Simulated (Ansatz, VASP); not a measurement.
# GaSb: VASP beside Ansatz

```
CELL_PARAMETERS angstrom
0.00000 3.11554 3.11554
3.11554 0.00000 3.11554
3.11554 3.11554 0.00000
ATOMIC_POSITIONS crystal
Ga 0.00000 0.00000 0.00000
Sb 0.25000 0.25000 0.25000
```

Alike in both runs: task single point; functional PBEsol; k mesh 12 × 12 × 12; occupations gaussian, width 0.1 eV; no spin polarisation.

|  | VASP | Ansatz |
| --- | --- | --- |
| version | VASP 6.6.1 | Ansatz 0.2.0 |
| potentials or method | VASP PAW PBE potentials, release 64 (Ga_d, Sb), cutoff 500 eV | scalar-relativistic, plane waves, PAW |
| valence electrons in the cell | 18 | 28 |

|  | VASP | Ansatz | Ansatz less VASP |
| --- | --- | --- | --- |
| gap on the k mesh at the Fermi level (eV) | none | none | - |
| pressure (GPa) | -2.5 | -2.6 | -0.08 |

VASP's potentials were made for PBE, not for PBEsol. A gap of «none» marks a metal or a gap that the smearing closes. The functional is the same, so the differences come from potentials, cutoffs and numerics. VASP's potentials hold 18 valence electrons a cell and Ansatz's 28, so a difference there can come from the potentials and not from the codes.

Spin-orbit coupling is off throughout.
